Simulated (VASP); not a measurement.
A run of VASP 6.6.1 is set up as follows.

File INCAR:

```
PREC = Accurate ; ENCUT = 520
EDIFF = 1E-7 ; ISMEAR = -1
SIGMA = 0.05 ; LREAL = F
LASPH = T ; NELM = 150
ALGO = Normal ; ISIF = 2
LWAVE = F ; LCHARG = F
ISPIN = 2 ; MAGMOM = 0.6 0.6 0 0
LORBIT = 11 ; LMAXMIX = 4
GGA = CA ; NBANDS = 30
```

File KPOINTS:

```
regular mesh
0
Gamma
  7 7 3
```

File POSCAR:

```
YI
1.0
    3.6101444505      0.0000000000      0.0000000000
   -1.8050722252      3.1264768054      0.0000000000
    0.0000000000      0.0000000000     10.1109140478
Y I
2 2
Direct
    0.6666666667      0.3333333333      0.6267270000
    0.3333333333      0.6666666667      0.3732730000
    0.3333333333      0.6666666667      0.8199750000
    0.6666666667      0.3333333333      0.1800250000
```

Potentials or basis: VASP PAW LDA potentials, release 64 (Y_sv, I).

Run with:

```sh
$ cat potpaw_LDA.64/Y_sv/POTCAR potpaw_LDA.64/I/POTCAR > POTCAR
$ mpirun -np 1 vasp_std > vasp.out
```

**Question.** Predict the largest force.

**Answer.** 1.827 eV/Å.

**Question.** Predict the pressure.

**Answer.** 11.3 GPa.

Stress tensor (GPa, compression positive):
```
10.59  0.00  0.00
 0.00 10.59  0.00
 0.00  0.00 12.78
```

Caveat: forces of over 1 eV/Å act on the atoms, so gaps and moduli don't describe the material at rest.
